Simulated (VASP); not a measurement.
Be3Te2Se, 6 atoms in the cell. Symmetry: P-3m1, No. 164, trigonal system. The conventional cell has a = 3.995 Å, b = 3.995 Å, c = 8.037 Å, α = 90.00°, β = 90.00°, γ = 120.00°. Be (site symmetry 3m) has 6 Be at 2.40 to 2.65 Å and 4 Te at 2.56 to 2.62 Å within 3.2 Å. Within 3.2 Å of Be (site symmetry -3m) lie 6 Be at 2.40 Å and 6 Te at 2.99 Å. Within 3.4 Å of Te (site symmetry 3m) lie 7 Be at 2.56 to 2.99 Å and 3 Se at 3.13 Å. Within 4.1 Å of Se (site symmetry -3m) lie 6 Te at 3.13 Å and 6 Se at 3.99 Å and 8 Be at 4.02 to 4.08 Å. The cell was built from a structure type or drawn by symmetry, and may not be a known phase.

* Program: VASP 6.6.1
* Task: single point
* Functional: PBE
* Potentials or basis: VASP PAW PBE potentials, release 64 (Be, Te, Se)
* Cutoff: 600 eV
* k mesh: 3 × 3 × 2
* Occupations: gaussian, width 0.15 eV
* Spin: no spin polarisation
* Dipole correction: no
* Further INCAR settings: ALGO = Normal; EDIFF = 1e-06; NBANDS = 21

Potentials or basis: VASP PAW PBE potentials, release 64 (Be, Te, Se).

Run with:

```bash
$ cat potpaw_PBE.64/Be/POTCAR potpaw_PBE.64/Te/POTCAR potpaw_PBE.64/Se/POTCAR > POTCAR
$ mpirun -np 1 vasp_std > vasp.out
```

Hardware: 1 thread of Intel(R) Xeon(R) 6975P-C (Granite Rapids), on a shared host.

Problem. How long does it take, and how much memory?

Solution. It took 11 s on 1 thread of Intel(R) Xeon(R) 6975P-C (Granite Rapids), with other jobs on the host, peak memory 0.24 GiB. Counts: scf iterations 14, k points 6.
